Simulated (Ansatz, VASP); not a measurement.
## BAs: VASP beside Ansatz

```xyz
2
Lattice="3.2359 0.0000 0.0000 0.0000 3.2359 0.0000 0.0000 0.0000 3.2359" Properties=species:S:1:pos:R:3 pbc="T T T"
B     0.0000    0.0000    0.0000
As    1.6179    1.6179    1.6179
```

Alike in both runs: functional PBEsol; k mesh 8 × 8 × 8; occupations fermi-dirac, width 0.05 eV; no spin polarisation.

|  | VASP | Ansatz |
| --- | --- | --- |
| version | VASP 6.6.1 | Ansatz 0.2.0 |
| potentials or method | VASP PAW PBE potentials, release 64 (B, As) | Ansatz PAW |
| plane-wave cutoff (eV) | 520 | 420 |
| valence electrons in the cell | 8 | 18 |
| task | single point | band structure |

|  | VASP | Ansatz | Ansatz less VASP |
| --- | --- | --- | --- |
| gap on the k mesh at the Fermi level (eV) | none | none | - |
| pressure (GPa) | -17.7 | -17.7 | -0.04 |

VASP's potentials were made for PBE, not for PBEsol. A gap of «none» marks a metal or a gap that the smearing closes. With one functional, cell and mesh, what is left measures potentials, basis and numerics. VASP's potentials hold 8 valence electrons a cell and Ansatz's 18, so a difference there can come from the potentials and not from the codes.
